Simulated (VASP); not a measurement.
Set up this calculation in VASP 6.6.1, as the native input.

```yaml
Task: single point
Functional: LDA
Potentials_or_basis: VASP PAW LDA potentials, release 64 (Al, O)
Cutoff: 520 eV
k_mesh: 6 × 4 × 8
Occupations: gaussian, width 0.05 eV
Spin: no spin polarisation
Dipole_correction: no
Further_INCAR_settings: ALGO = Normal; EDIFF = 1e-06; NBANDS = 35
```

The structure of Al2O3 lies in POSCAR:

```
Al2O3
1.0
    4.5925857122      0.0000000000      0.0000000000
    0.0000000000      9.5731211374      0.0000000000
    0.0000000000      0.0000000000      3.0935714195
Al O
4 6
Direct
    0.4138788494      0.3309999366      0.5000000000
    0.5861211506      0.6690000634      0.5000000000
    0.9138788494      0.1690000634      0.0000000000
    0.0861211506      0.8309999366      0.0000000000
    0.7315554251      0.2226862107      0.5000000000
    0.0000000000      0.0000000000      0.0000000000
    0.7684445749      0.7226862107      0.0000000000
    0.2315554251      0.2773137893      0.0000000000
    0.2684445749      0.7773137893      0.5000000000
    0.5000000000      0.5000000000      0.5000000000
```

This cell differs from its parent crystal: strain +0.000 along x and y, +0.040 along z.

The input as run:

INCAR

```
SYSTEM = Al2O3
  ALGO = Normal
  EDIFF = 1E-6
  ENCUT = 520
  GGA = CA
  ISIF = 2
  ISMEAR = 0
  LASPH = .TRUE.
  LCHARG = .TRUE.
  LELF = .TRUE.
  LREAL = .FALSE.
  LVHAR = .TRUE.
  LWAVE = .FALSE.
  NBANDS = 35
  NELM = 60
  PREC = Accurate
  SIGMA = 0.05
```

KPOINTS

```
k-points
0
G
  6 4 8
  0 0 0
```

Potentials or basis: VASP PAW LDA potentials, release 64 (Al, O).

Command:

```console
$ cat potpaw_LDA.64/Al/POTCAR potpaw_LDA.64/O/POTCAR > POTCAR
$ mpirun -np 1 vasp_std > vasp.out
```

Results of the run:

```yaml
Pressure: -4.7 GPa
Largest_force: 0.604 eV/Å
Band_gap_on_the_k_mesh: 3.44 eV
```

Caveat: the cell differs from its parent crystal (strain +0.000 along x and y, +0.040 along z); the cell stands under tension.

It took 110 s on 1 thread of Intel(R) Xeon(R) 6975P-C (Granite Rapids) (shared host), peak memory 0.32 GiB.
